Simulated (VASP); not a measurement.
# AlNi (AlNi (110), 3 layers) in VASP: notebook

Runs on AlNi (AlNi (110), 3 layers). Level: LDA. Tasks: single point.

All numbers are computed with VASP 6.6.1; they aren't measurements. Logs are shortened: lines on timing, memory, paths and dates and some standing lists are left out, and cuts for length are marked.

### Step 1. The cell of the first run

The cell holds a slab with vacuum, 6 atoms: a = 2.833 Å, b = 4.006 Å, c = 20.006 Å, α = 90.00°, β = 90.00°, γ = 90.00°.

### Step 2. Single point, LDA

Input file INCAR:

```
SYSTEM = AlNi
  PREC = Accurate
  ENCUT = 520
  EDIFF = 1E-7
  ISMEAR = -1
  SIGMA = 0.1
  LREAL = .False.
  LASPH = .True.
  NELM = 100
  ALGO = Normal
  ISIF = 2
  LWAVE = .False.
  LCHARG = .False.
  LDIPOL = .True.
  IDIPOL = 3
  DIPOL = 0.5 0.5 0.500
  NBANDS = 28
```

Input file KPOINTS:

```
Automatic mesh
0
Gamma
  13 9 1
  0 0 0
```

Input file POSCAR:

```
AlNi
1.0
    2.8328540745      0.0000000000      0.0000000000
    0.0000000000      4.0062606523      0.0000000000
    0.0000000000      0.0000000000     20.0063000000
Ni Al
3 3
Direct
    0.7500000000      0.2500000000      0.3998750231
    0.7500000000      0.7500000000      0.5000000000
    0.7500000000      0.2500000000      0.6001249769
    0.2500000000      0.7500000000      0.3998750231
    0.2500000000      0.2500000000      0.5000000000
    0.2500000000      0.7500000000      0.6001249769
```

Potentials or basis: VASP PAW LDA potentials, release 64 (Ni, Al).

Command:

```
> cat potpaw_LDA.64/Ni/POTCAR potpaw_LDA.64/Al/POTCAR > POTCAR
> mpirun -np 1 vasp_std > vasp.out
```

OUTCAR:

```text
SYSTEM = AlNi
   PREC = Accurate
   ENCUT = 520
   EDIFF = 1E-7
   ISMEAR = -1
   LREAL = .False.
   LASPH = .True.
   NELM = 100
   ISIF = 2

 ion  position               nearest neighbor table
   1  0.750  0.250  0.400-   5 2.45   5 2.45   4 2.45   4 2.45   4 2.45   4 2.45   2 2.83   2 2.83

   2  0.750  0.750  0.500-   4 2.45   6 2.45   4 2.45   6 2.45   5 2.45   5 2.45   5 2.45   5 2.45
                             1 2.83   1 2.83   3 2.83   3 2.83
   3  0.750  0.250  0.600-   5 2.45   5 2.45   6 2.45   6 2.45   6 2.45   6 2.45   2 2.83   2 2.83

   4  0.250  0.750  0.400-   2 2.45   2 2.45   1 2.45   1 2.45   1 2.45   1 2.45   5 2.83   5 2.83

   5  0.250  0.250  0.500-   1 2.45   3 2.45   1 2.45   3 2.45   2 2.45   2 2.45   2 2.45   2 2.45
                             6 2.83   4 2.83   4 2.83   6 2.83
   6  0.250  0.750  0.600-   2 2.45   2 2.45   3 2.45   3 2.45   3 2.45   3 2.45   5 2.83   5 2.83

  LATTYP: Found a simple orthorhombic cell.
 ALAT       =     2.8328540745
 B/A-ratio  =     1.4142135623
 C/A-ratio  =     7.0622416382

  Lattice vectors:

 A1 = (   2.8328540745,   0.0000000000,   0.0000000000)
 A2 = (   0.0000000000,   4.0062606523,   0.0000000000)
 A3 = (   0.0000000000,   0.0000000000,  20.0063000000)

Analysis of symmetry for initial positions (statically):
=====================================================================
 Subroutine PRICEL returns:
 Original cell was already a primitive cell.

 Routine SETGRP: Setting up the symmetry group for a
 simple orthorhombic supercell.

 Subroutine GETGRP returns: Found  8 space group operations
 (whereof  2 operations were pure point group operations)
 out of a pool of  8 trial point group operations.

The static configuration has the point symmetry C_1h.
 The point group associated with its full space group is D_2h.

Analysis of symmetry for dynamics (positions and initial velocities):
=====================================================================
 Subroutine PRICEL returns:
 Original cell was already a primitive cell.

 Routine SETGRP: Setting up the symmetry group for a
 simple orthorhombic supercell.

 Subroutine GETGRP returns: Found  8 space group operations
 (whereof  2 operations were pure point group operations)
 out of a pool of  8 trial point group operations.

The dynamic configuration has the point symmetry C_1h.
 The point group associated with its full space group is D_2h.

 Subroutine INISYM returns: Found  8 space group operations
 (whereof  2 operations are pure point group operations),
 and found     1 'primitive' translations

----------------------------------------------------------------------------------------

                                     Primitive cell

  volume of cell :     227.0545

  direct lattice vectors                    reciprocal lattice vectors
     2.832854075  0.000000000  0.000000000     0.353000887  0.000000000  0.000000000
     0.000000000  4.006260652  0.000000000     0.000000000  0.249609321  0.000000000
     0.000000000  0.000000000 20.006300000     0.000000000  0.000000000  0.049984255

  length of vectors
     2.832854075  4.006260652 20.006300000     0.353000887  0.249609321  0.049984255

  position of ions in fractional coordinates (direct lattice)
     0.750000000  0.250000000  0.399875023
     0.750000000  0.750000000  0.500000000
     0.750000000  0.250000000  0.600124977
     0.250000000  0.750000000  0.399875023
     0.250000000  0.250000000  0.500000000
     0.250000000  0.750000000  0.600124977

  ion indices of the primitive-cell ions
   primitive index   ion index
                 1           1
                 2           2
                 3           3
                 4           4
                 5           5
                 6           6

----------------------------------------------------------------------------------------

 KPOINTS: Automatic mesh

Automatic generation of k-mesh.
 Grid dimensions read from file:
 generate k-points for:   13    9    1

 Generating k-lattice:

  Cartesian coordinates                     Fractional coordinates (reciprocal lattice)
     0.027153914  0.000000000  0.000000000     0.076923077  0.000000000  0.000000000
     0.000000000  0.027734369  0.000000000     0.000000000  0.111111111  0.000000000
     0.000000000  0.000000000  0.049984255     0.000000000  0.000000000  1.000000000

  Length of vectors
     0.027153914  0.027734369  0.049984255

  Shift w.r.t. Gamma in fractional coordinates (k-lattice)
     0.000000000  0.000000000  0.000000000

 Subroutine IBZKPT returns following result:
 ===========================================

 Found     35 irreducible k-points:

 Following reciprocal coordinates:
            Coordinates               Weight
  0.000000  0.000000  0.000000      1.000000
  0.076923  0.000000  0.000000      2.000000
  0.153846  0.000000  0.000000      2.000000
  0.230769  0.000000  0.000000      2.000000
  0.307692  0.000000  0.000000      2.000000
  0.384615  0.000000  0.000000      2.000000
[... 16 lines left out ...]
  0.076923  0.333333  0.000000      4.000000
  0.153846  0.333333  0.000000      4.000000
 [... further k-points ...]
   k-points           NKPTS =     35   k-points in BZ     NKDIM =     35   number of bands    NBANDS=     28
   number of dos      NEDOS =    301   number of ions     NIONS =      6
   total plane-waves  NPLWV = 108000
   dimension x,y,z NGX =    24 NGY =   30 NGZ =  150
   dimension x,y,z NGXF=    48 NGYF=   60 NGZF=  300
   ions per type =               3   3
   NGX,Y,Z   is equivalent  to a cutoff of  14.08, 12.45, 12.46 a.u.
   NGXF,Y,Z  is equivalent  to a cutoff of  28.17, 24.90, 24.93 a.u.
 SYSTEM =  AlNi
   PREC   = accura    normal or accurate (medium, high low for compatibility)
   ISTART =      0    job   : 0-new  1-cont  2-samecut
   ICHARG =      2    charge: 1-file 2-atom 10-const
   ISPIN  =      1    spin polarized calculation?
   LNONCOLLINEAR =      F non collinear calculations
   LSORBIT =      F    spin-orbit coupling
   LASPH  =      T    aspherical Exc in radial PAW
   ENCUT  =  520.0 eV  38.22 Ry    6.18 a.u.   5.27  7.45 37.20*2*pi/ulx,y,z
   NELM   =    100;   NELMIN=  2; NELMDL= -5     # of ELM steps
   EDIFF  = 0.1E-06   stopping-criterion for ELM
   LREAL  =      F    real-space projection
   EDIFFG = 0.1E-05   stopping-criterion for IOM
   NSW    =      0    number of steps for IOM
   IBRION =     -1    ionic relax: 0-MD 1-quasi-New 2-CG
   NFREE  =      0    steps in history (QN), initial steepest desc. (CG)
   ISIF   =      2    stress and relaxation
   ISYM   =      2    0-nonsym 1-usesym 2-fastsym
   POTIM  = 0.5000    time-step for ionic-motion
   TEBEG  =    0.0;   TEEND  =   0.0 temperature during run
   PSTRESS=    0.0 pullay stress
   NELECT =      39.0000    total number of electrons
   NUPDOWN=      -1.0000    fix difference up-down
   EMIN   =  10.00;   EMAX   =-10.00  energy-range for DOS
   EFERMI =   0.00;   METHOD = LEGACY
   ISMEAR =    -1;   SIGMA  =   0.10  broadening in eV -4-tet -1-fermi 0-gaus
   EFERMI_NEDOS =   21; number of points for ismear=-14 and -15
   IALGO  =     38    algorithm
   IMIX   =      4    mixing-type and parameters
     AMIX     =   0.40;   BMIX     =  1.00
     AMIX_MAG =   1.60;   BMIX_MAG =  1.00
  volume/ion in A,a.u.               =      37.84       255.37
  Fermi-wavevector in a.u.,A,eV,Ry     =   0.910024  1.719697 11.267585  0.828144
  Thomas-Fermi vector in A             =   2.034138
   LORBIT       =      0    0 simple, 1 ext, 2 COOP (PROOUT), +10 PAW based schemes
   GGA     = CA    functional components
   LHFCALC =     F    Hartree Fock is set to
   AEXX    =    0.0000 exact exchange contribution
   IVDW    =     0    specifies the selected vdW correction
   LEPSILON=     F    determine dielectric tensor
   LRPA    =     F    only Hartree local field effects (RPA)
 non-spin polarized calculation
  energy-cutoff  :      520.00
  volume of cell :      227.05
 maximum number of plane-waves:      6144
 NGX is ok and might be reduce to    24
   NGX = 11   NGY = 15   NGZ = 75

 number of electron      38.9999955 magnetization

 dipolmoment           0.000000      0.000000      0.000000 electrons x Angstroem

 Free energy of the ion-electron system (eV)
  ---------------------------------------------------
  ext. energy  EPLUGINS =         0.00000000
  ---------------------------------------------------
  free energy    TOTEN  =       -33.80959986 eV

  energy without entropy =      -33.69966449  energy(sigma->0) =      -33.75463217

 E-fermi :  -0.4277     XC(G=0):  -4.8283

 val. band max:       -0.4287054407   @ k =   0.3846   0.0000   0.0000
 cond. band min:      -0.4216144251   @ k =   0.3846   0.4444   0.0000
 fundamental gap:      0.0070910156
 Fermi energy:        -0.4276544721

 k-point     1 :       0.0000    0.0000    0.0000
  band No.  band energies     occupation
      1     -10.9380      2.00000
      2      -8.6834      2.00000
      3      -6.1688      2.00000
      4      -4.1382      2.00000
      5      -3.7067      2.00000
      6      -3.3958      2.00000
[... 20 lines left out ...]
     27       4.8060      0.00000
     28       5.6213      0.00000

 k-point     2 :       0.0769    0.0000    0.0000
  band No.  band energies     occupation
      1     -10.8273      2.00000
      2      -8.5806      2.00000
      3      -6.0861      2.00000
      4      -4.0614      2.00000
      5      -3.6840      2.00000
      6      -3.4761      2.00000
[... 20 lines left out ...]
     27       4.8703      0.00000
     28       5.0208      0.00000

 k-point     3 :       0.1538    0.0000    0.0000
  band No.  band energies     occupation
      1     -10.4978      2.00000
      2      -8.2763      2.00000
      3      -5.8475      2.00000
      4      -3.8784      2.00000
      5      -3.6663      2.00000
      6      -3.6208      2.00000
[... 616 lines left out ...]
      3      -7.0464      2.00000
      4      -5.1240      2.00000
      5      -4.9267      2.00000
      6      -3.4654      2.00000
[... 20 lines left out ...]
     27       6.0457      0.00000
     28       6.4791      0.00000

 k-point    24 :       0.1538    0.3333    0.0000
  band No.  band energies     occupation
      1      -9.4866      2.00000
      2      -7.3327      2.00000
      3      -6.8045      2.00000
      4      -4.9200      2.00000
      5      -4.6518      2.00000
      6      -3.3905      2.00000
[... 20 lines left out ...]
     27       6.2002      0.00000
     28       6.2055      0.00000

 [... further k-points ...]

------------------------ aborting loop because EDIFF is reached ----------------------------------------

 vacuum level on the upper side and lower side of the slab       (xc-potential included)        -0.068        -0.068

  FORCE on cell =-STRESS in cart. coord.  units (eV):
  Direction    XX          YY          ZZ          XY          YZ          ZX
  --------------------------------------------------------------------------------------
  -------------------------------------------------------------------------------------
  Total       -5.2272890     -3.8711902     -0.8894224      0.0000000      0.0000000      0.0000000
  in kB      -36.8856049    -27.3164912     -6.2760799      0.0000000      0.0000000      0.0000000
  external PRESSURE =     -23.4927253 kB  Pullay stress =       0.0000000 kB

 VOLUME and BASIS-vectors are now :
 -----------------------------------------------------------------------------
  energy-cutoff  :      520.00
  volume of cell :      227.05
      direct lattice vectors                 reciprocal lattice vectors
     2.832854075  0.000000000  0.000000000     0.353000887  0.000000000  0.000000000
     0.000000000  4.006260652  0.000000000     0.000000000  0.249609321  0.000000000
     0.000000000  0.000000000 20.006300000     0.000000000  0.000000000  0.049984255

 POSITION                                       TOTAL-FORCE (eV/Angst)
 -----------------------------------------------------------------------------------
      2.12464      1.00157      8.00002        -0.000000     -0.000000      0.800224
      2.12464      3.00470     10.00315         0.000000     -0.000000      0.000000
      2.12464      1.00157     12.00628        -0.000000      0.000000     -0.800224
      0.70821      3.00470      8.00002         0.000000     -0.000000     -0.579415
      0.70821      1.00157     10.00315         0.000000     -0.000000      0.000000
      0.70821      3.00470     12.00628         0.000000     -0.000000      0.579415
 -----------------------------------------------------------------------------------
    total drift:                                0.000000      0.000000      0.000000

  FREE ENERGIE OF THE ION-ELECTRON SYSTEM (eV)
  ---------------------------------------------------
  free  energy   TOTEN  =       -33.8095998581 eV

  energy  without entropy=      -33.6996644874  energy(sigma->0) =      -33.75463217

 vacuum level on the upper side and lower side of the slab         4.664         4.664
```

Run time: 3.8 min. Hardware: 1 thread of Intel Xeon Platinum 8488C (Sapphire Rapids), shared host; peak memory 0.37 GiB.

Results:

* Free energy: -33.8096 eV
* Largest force: 0.800 eV/Å

Forces on the atoms (eV/Å):
```
Ni   0.000  0.000  0.800
Ni   0.000  0.000  0.000
Ni   0.000  0.000 -0.800
Al   0.000  0.000 -0.579
Al   0.000  0.000  0.000
Al   0.000  0.000  0.579
```

Levels at points of the mesh, in eV from the Fermi level:
```tsv
k point	band 18	band 19	band 20	band 21	band 22	band 23
(0.00, 0.00, 0.00)	-1.26	-1.19	-0.83	1.16	2.43	3.53
```

Spin polarisation is off, so any magnetic state and its effect on volume and gap are missing.

### Step 3. Single point, LDA

Input file INCAR:

```
SYSTEM = AlNi
PREC     = Accurate       ! precision mode
ENCUT    = 520            ! plane-wave cutoff, eV
EDIFF    = 1E-7           ! SCF threshold, eV
ISMEAR   = -1             ! smearing method
SIGMA    = 0.1            ! smearing width, eV
LREAL    = .FALSE.        ! projectors in reciprocal space
LASPH    = .TRUE.         ! aspherical terms in the spheres
NELM     = 80             ! most SCF steps
ALGO     = Normal         ! electronic algorithm
ISIF     = 2              ! what is computed and relaxed
LWAVE    = .FALSE.        ! write WAVECAR
LCHARG   = .TRUE.         ! write CHGCAR
LDIPOL   = .TRUE.       
IDIPOL   = 3            
DIPOL    = 0.5 0.5 0.500
LELF     = .TRUE.         ! ELF
LVHAR    = .TRUE.       
LVACPOTAV= .TRUE.       
NBANDS   = 28             ! bands
```

Input file KPOINTS:

```
Automatic mesh
0
G
  13 9 1
  0 0 0
```

Input file POSCAR:

```
AlNi
1.0
    2.8328540745      0.0000000000      0.0000000000
    0.0000000000      4.0062606523      0.0000000000
    0.0000000000      0.0000000000     20.0063000000
Ni Al
3 3
Direct
    0.7500000000      0.2500000000      0.4060079951
    0.7500000000      0.7500000000      0.5000000252
    0.7500000000      0.2500000000      0.5939919781
    0.2500000000      0.7500000000      0.3955426814
    0.2500000000      0.2500000000      0.4999999867
    0.2500000000      0.7500000000      0.6044573335
```

Potentials or basis: VASP PAW LDA potentials, release 64 (Ni, Al).

Command:

```
> cat potpaw_LDA.64/Ni/POTCAR potpaw_LDA.64/Al/POTCAR > POTCAR
> mpirun -np 1 vasp_std > vasp.out
```

It took 3.5 min on 1 thread of Intel Xeon Platinum 8488C (Sapphire Rapids), shared host; peak memory 0.37 GiB.

Results (log left out):

* Free energy: -33.9644 eV
* Largest force: 0.028 eV/Å

Forces in eV/Å, atoms in the order of the input:
```
Ni   0.000  0.000 -0.028
Ni   0.000  0.000  0.000
Ni   0.000  0.000  0.028
Al   0.000  0.000 -0.009
Al   0.000  0.000  0.000
Al   0.000  0.000  0.009
```

Levels at points of the mesh, in eV from the Fermi level:
| k point | band 16 | band 17 | band 18 | band 19 | band 20 | band 21 | band 22 | band 23 | band 24 | band 25 |
| --- | --- | --- | --- | --- | --- | --- | --- | --- | --- | --- |
| (0.00, 0.00, 0.00) | -1.48 | -1.46 | -1.44 | -1.34 | -1.02 | 1.20 | 2.61 | 3.59 | 3.65 | 4.10 |

Spin polarisation is off, so any magnetic state and its effect on volume and gap are missing.
